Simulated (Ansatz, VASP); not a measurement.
## NaTiPt2 in VASP and in Ansatz

The input INCAR:

```
SYSTEM = NaTiPt2
PREC     = Accurate       ! precision mode
ENCUT    = 500            ! plane-wave cutoff, eV
EDIFF    = 1E-6           ! SCF threshold, eV
ISMEAR   = 0              ! smearing method
SIGMA    = 0.1            ! smearing width, eV
LREAL    = .False.        ! projectors in reciprocal space
LASPH    = .True.         ! aspherical terms in the spheres
NELM     = 200            ! most SCF steps
ALGO     = Normal         ! electronic algorithm
ISIF     = 2              ! what is computed and relaxed
LWAVE    = .False.        ! write WAVECAR
LCHARG   = .False.        ! write CHGCAR
ISPIN    = 2              ! spin polarisation
MAGMOM   = 0 1 0 0        ! initial moments
LORBIT   = 11             ! projections on sites
LMAXMIX  = 4              ! l up to which the mixer works
GGA      = PE             ! functional
NBANDS   = 32             ! bands
GGA_COMPAT= .False.
```

Contents of KPOINTS:

```
Automatic mesh
0
Gamma
  4 4 6
  0 0 0
```

The input POSCAR:

```
NaTiPt2
1.0
    5.0743853565      0.0000000000      0.0000000000
    0.0000000000      5.0743853565      0.0000000000
    0.0000000000      0.0000000000      2.7140985587
Na Ti Pt
1 1 2
Direct
    0.0000000000      0.0000000000      0.5000000000
    0.5000000000      0.5000000000      0.0000000000
    0.0000000000      0.5000000000      0.5000000000
    0.5000000000      0.0000000000      0.5000000000
```

Input for Ansatz:

```yaml
crystal:
  lattice:
    - [5.0743853565, 0.0, 0.0]
    - [0.0, 5.0743853565, 0.0]
    - [0.0, 0.0, 2.7140985587]
  atoms:
    - { symbol: Na, position: [0.0, 0.0, 0.5] }
    - { symbol: Ti, position: [0.5, 0.5, 0.0], spin: 1.0 }
    - { symbol: Pt, position: [0.0, 0.5, 0.5] }
    - { symbol: Pt, position: [0.5, 0.0, 0.5] }
basis:
  ecutwfc: 420
kpoints:
  mp_grid: { grid: [4, 4, 6] }
hamiltonian:
  xc: pbe
scf:
  occupations: { method: gaussian, width: 0.1 }
  lower_state_search: "off"
output:
  forces: true
  stress: true
  eigenvalues: true
  populations: true
magnetization:
  spin_polarized: true
```

Alike in both runs: task single point; functional PBE; k mesh 4 × 4 × 6; occupations gaussian, width 0.1 eV; collinear spin.

|  | VASP | Ansatz |
| --- | --- | --- |
| version | VASP 6.6.1 | Ansatz 0.2.0 |
| potentials or method | VASP PAW PBE potentials, release 64 (Na_pv, Ti_sv, Pt), cutoff 500 eV | scalar-relativistic, plane waves, PAW |
| valence electrons in the cell | 39 | 57 |

|  | VASP | Ansatz | Ansatz less VASP |
| --- | --- | --- | --- |
| gap on the k mesh at the Fermi level (eV) | none | none | - |
| pressure (GPa) | 0.1 | 0.2 | +0.04 |
| traceless stress, the component that is largest in VASP (GPa) | -0.33 | -0.20 | +0.130 |
| net moment per atom (μB) | 0.07 | 0.07 | 0.000 |
| size of the moment on the site where the two differ most (μB) | 0.21 | 0.21 | -0.003 |

Site moments also hang on the region over which each program counts them. A gap of «none» marks a metal or a gap that the smearing closes. VASP's potentials hold 39 valence electrons a cell and Ansatz's 57, so a difference there can come from the potentials and not from the codes.

The k mesh is coarse, so the values compare programs but aren't converged. Neither program's run includes spin-orbit coupling.
